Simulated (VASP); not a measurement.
# AlN (AlN (P6_3mc)) (P6_3mc) in VASP: vibrations by perturbation theory with PBE

Aim: the vibrations by perturbation theory of AlN (AlN (P6_3mc)) with PBE.

All numbers are computed with VASP 6.6.1; they aren't measurements. Logs are shortened: lines on timing, memory, paths and dates and some standing lists are left out, and cuts for length are marked.

### 1 The cell of the first run

Symmetry: P6_3mc, No. 186, hexagonal system. Conventional cell: a = 3.130 Å, b = 3.130 Å, c = 5.017 Å, α = 90.00°, β = 90.00°, γ = 120.00°. Within 2.5 Å of Al (site symmetry 3m) lie 4 N at 1.90 to 1.91 Å. Within 2.5 Å of N (site symmetry 3m) lie 4 Al at 1.90 to 1.91 Å.

### 2 Vibrations by perturbation theory, PBE

Input file INCAR:

```
SYSTEM = AlN
ALGO     = Normal         ! electronic algorithm
EDIFF    = 1E-8           ! SCF threshold, eV
ENCUT    = 520            ! plane-wave cutoff, eV
GGA      = PE             ! functional
IBRION   = 8              ! ionic algorithm
ISIF     = 2              ! what is computed and relaxed
ISMEAR   = 0              ! smearing method
LASPH    = .True.         ! aspherical terms in the spheres
LCHARG   = .False.        ! write CHGCAR
LEPSILON = .True.         ! dielectric tensor by DFPT
LREAL    = .False.        ! projectors in reciprocal space
LWAVE    = .False.        ! write WAVECAR
NELM     = 100            ! most SCF steps
NSW      = 1              ! ionic steps
PREC     = Accurate       ! precision mode
SIGMA    = 0.01           ! smearing width, eV
```

Input file KPOINTS:

```
k-points
0
Gamma
  9 9 5
  0 0 0
```

Input file POSCAR:

```
AlN
1.0
    3.1297569663      0.0000000289      0.0000000000
   -1.5648785082      2.7104490260      0.0000000000
    0.0000000000      0.0000000000      5.0174032534
Al N
2 2
Direct
    0.6666666667      0.3333333333      0.4992353735
    0.3333333333      0.6666666667      0.9992353735
    0.6666666667      0.3333333333      0.8807646265
    0.3333333333      0.6666666667      0.3807646265
```

Potentials or basis: VASP PAW PBE potentials, release 64 (Al, N).

Started as:

```console
$ cat potpaw_PBE.64/Al/POTCAR potpaw_PBE.64/N/POTCAR > POTCAR
$ mpirun -np 1 vasp_std > vasp.out
```

OUTCAR:

```text
SYSTEM = AlN
   EDIFF = 1E-8
   ENCUT = 520
   GGA = PE
   IBRION = 8
   ISIF = 2
   ISMEAR = 0
   LASPH = .True.
   LEPSILON = .True.
   LREAL = .False.
   NELM = 100
   NSW = 1
   PREC = Accurate

 ion  position               nearest neighbor table
   1  0.667  0.333  0.499-   4 1.90   4 1.90   4 1.90   3 1.91   2 3.09   2 3.09   2 3.09   2 3.09
                             2 3.09   2 3.09
   2  0.333  0.667  0.999-   3 1.90   3 1.90   3 1.90   4 1.91   1 3.09   1 3.09   1 3.09   1 3.09
                             1 3.09   1 3.09
   3  0.667  0.333  0.881-   2 1.90   2 1.90   2 1.90   1 1.91
   4  0.333  0.667  0.381-   1 1.90   1 1.90   1 1.90   2 1.91

  LATTYP: Found a hexagonal cell.
 ALAT       =     3.1297569663
 C/A-ratio  =     1.6031287117

  Lattice vectors:

 A1 = (   3.1297569663,   0.0000000289,   0.0000000000)
 A2 = (  -1.5648785082,   2.7104490260,   0.0000000000)
 A3 = (   0.0000000000,   0.0000000000,   5.0174032534)

Analysis of symmetry for initial positions (statically):
=====================================================================
 Subroutine PRICEL returns:
 Original cell was already a primitive cell.

 Routine SETGRP: Setting up the symmetry group for a
 hexagonal supercell.

 Subroutine GETGRP returns: Found 12 space group operations
 (whereof  6 operations were pure point group operations)
 out of a pool of 24 trial point group operations.

The static configuration has the point symmetry C_3v.
 The point group associated with its full space group is C_6v.

Analysis of symmetry for dynamics (positions and initial velocities):
=====================================================================
 Subroutine PRICEL returns:
 Original cell was already a primitive cell.

[... 639 lines left out ...]
 ---------------------------------------------------------------------------------
 ion    1
    1     2.51616    -0.00000    -0.00000
    2    -0.00000     2.51616     0.00000
    3    -0.00000     0.00000     2.67605
 ion    2
    1     2.51616    -0.00000     0.00000
    2    -0.00000     2.51616     0.00000
    3     0.00000    -0.00000     2.67605
 ion    3
    1    -2.51616     0.00000    -0.00000
    2     0.00000    -2.51616    -0.00000
    3    -0.00000    -0.00000    -2.67605
 ion    4
    1    -2.51616     0.00000     0.00000
    2     0.00000    -2.51616     0.00000
    3     0.00000     0.00000    -2.67605

 INTERNAL STRAIN TENSOR FOR ION    4 for displacements in x,y,z  (eV/Angst):
          X           Y           Z          XY          YZ          ZX
  --------------------------------------------------------------------------------
  x     0.00000    -0.00000     0.00000    -9.77634    -0.00000     4.78866
  y    -9.77634     9.77634     0.00000    -0.00000     4.91373    -0.00000
  z     5.04136     5.04136   -11.15713    -0.00000     0.00000    -0.00000

 SECOND DERIVATIVES (NOT SYMMETRIZED)
 ------------------------------------
               1X          1Y          1Z          2X          2Y          2Z          3X          3Y          3Z          4X          4Y          4Z
  1X   -14.929366    0.000000   -0.000000    0.644588   -0.000000    0.000000    1.488095   -0.000000    0.000000   12.796684   -0.000000   -0.000000
  1Y     0.000000  -14.929366   -0.000000   -0.000000    0.644588   -0.000000   -0.000000    1.488095    0.000000   -0.000000   12.796684   -0.000000
  1Z    -0.000000   -0.000000  -20.233548   -0.000000   -0.000000    8.235112   -0.000000   -0.000000    5.909967    0.000000    0.000000    6.088469
  2X     0.644588   -0.000000    0.000000  -14.929366    0.000000    0.000000   12.796684   -0.000000    0.000000    1.488095   -0.000000    0.000000
  2Y    -0.000000    0.644588    0.000000    0.000000  -14.929366    0.000000   -0.000000   12.796684    0.000000   -0.000000    1.488095   -0.000000
  2Z     0.000000    0.000000    8.235112    0.000000    0.000000  -20.233548   -0.000000    0.000000    6.088469    0.000000    0.000000    5.909967
  3X     1.487572   -0.000000    0.000000   12.796848   -0.000000    0.000000  -14.987052    0.000000    0.000000    0.702632   -0.000000   -0.000000
  3Y    -0.000000    1.487572    0.000000   -0.000000   12.796848   -0.000000    0.000000  -14.987052    0.000000   -0.000000    0.702632   -0.000000
  3Z     0.000000    0.000000    5.895326    0.000000    0.000000    6.096918    0.000000   -0.000000  -18.836123    0.000000    0.000000    6.843879
  4X    12.796848   -0.000000    0.000000    1.487572   -0.000000    0.000000    0.702632   -0.000000    0.000000  -14.987052    0.000000    0.000000
  4Y    -0.000000   12.796848    0.000000   -0.000000    1.487572   -0.000000   -0.000000    0.702632    0.000000    0.000000  -14.987052   -0.000000
  4Z     0.000000   -0.000000    6.096918   -0.000000   -0.000000    5.895326    0.000000    0.000000    6.843879   -0.000000    0.000000  -18.836123

 Eigenvectors and eigenvalues of the dynamical matrix
 ----------------------------------------------------

   1 f  =   21.173041 THz   133.034143 2PiTHz  706.256640 cm-1    87.564624 meV
             X         Y         Z           dx          dy          dz
      1.564878  0.903483  2.504865     0.000000    0.000000   -0.008873
     -0.000000  1.806966  5.013567     0.000000    0.000000    0.008873
      1.564878  0.903483  4.419151    -0.000000   -0.000000   -0.707051
     -0.000000  1.806966  1.910450    -0.000000   -0.000000    0.707051
[... 71 lines left out ...]
  12 f/i=    0.002183 THz     0.013716 2PiTHz    0.072815 cm-1     0.009028 meV
             X         Y         Z           dx          dy          dz
      1.564878  0.903483  2.504865     0.000000   -0.000000    0.573692
     -0.000000  1.806966  5.013567     0.000000   -0.000000    0.573692
      1.564878  0.903483  4.419151     0.000000   -0.000000    0.413373
     -0.000000  1.806966  1.910450     0.000000   -0.000000    0.413373

--------------------------------------------------------------------------------------------------------

 MACROSCOPIC STATIC DIELECTRIC TENSOR IONIC CONTRIBUTION
 ------------------------------------------------------
           3.768546    -0.000000    -0.000000
          -0.000000     3.768546    -0.000000
          -0.000000    -0.000000     5.076209
 ------------------------------------------------------

 ELASTIC MODULI CONTR FROM IONIC RELAXATION (kBar)
 Direction    XX          YY          ZZ          XY          YZ          ZX
 --------------------------------------------------------------------------------
 XX        -623.4418    303.4226    354.0849      0.0000      0.0000      0.0000
 YY         303.4226   -623.4418    354.0849      0.0000     -0.0000      0.0000
 ZZ         354.0849    354.0849   -783.5536     -0.0000     -0.0000     -0.0000
 XY           0.0000      0.0000     -0.0000   -463.4322      0.0000      0.0000
 YZ           0.0000     -0.0000     -0.0000      0.0000   -114.8301      0.0000
 ZX           0.0000      0.0000     -0.0000      0.0000      0.0000   -119.3320
 --------------------------------------------------------------------------------

 PIEZOELECTRIC TENSOR IONIC CONTR  for field in x, y, z        (C/m^2)
          XX          YY          ZZ          XY          YZ          ZX
  --------------------------------------------------------------------------------
  x     0.00000     0.00000    -0.00000     0.00000     0.00000    -0.63101
  y     0.00000    -0.00000    -0.00000     0.00000    -0.61899     0.00000
  z    -0.84804    -0.84804     1.87662     0.00000     0.00000     0.00000
```

It used 1100 s of CPU time on 1 thread of AMD EPYC 7R13 Processor (Zen 3), with other jobs on the host.

What came out:

| Property | Result |
| --- | --- |
| Electronic dielectric tensor (diagonal) | 4.47, 4.47, 4.69 |
| Born charges (mean of the diagonal) | Al +2.57; N -2.57 e |
| Highest phonon frequency at Γ, LO-TO splitting left out | 706 cm⁻¹ |

Phonon frequencies in cm⁻¹ (negative: imaginary):
| q point | frequencies |
| --- | --- |
| (0.000, 0.000, 0.000) | 0 0 0 237 237 536 595 637 637 649 649 706 |

Electronic dielectric tensor:
```
4.47 0.00 0.00
0.00 4.47 0.00
0.00 0.00 4.69
```

Born effective charge tensors (e):
atom 1, Al
```
2.52 0.00 0.00
0.00 2.52 0.00
0.00 0.00 2.68
```
atom 2, Al
```
2.52 0.00 0.00
0.00 2.52 0.00
0.00 0.00 2.68
```
atom 3, N
```
-2.52  0.00  0.00
 0.00 -2.52  0.00
 0.00  0.00 -2.68
```
atom 4, N
```
-2.52  0.00  0.00
 0.00 -2.52  0.00
 0.00  0.00 -2.68
```
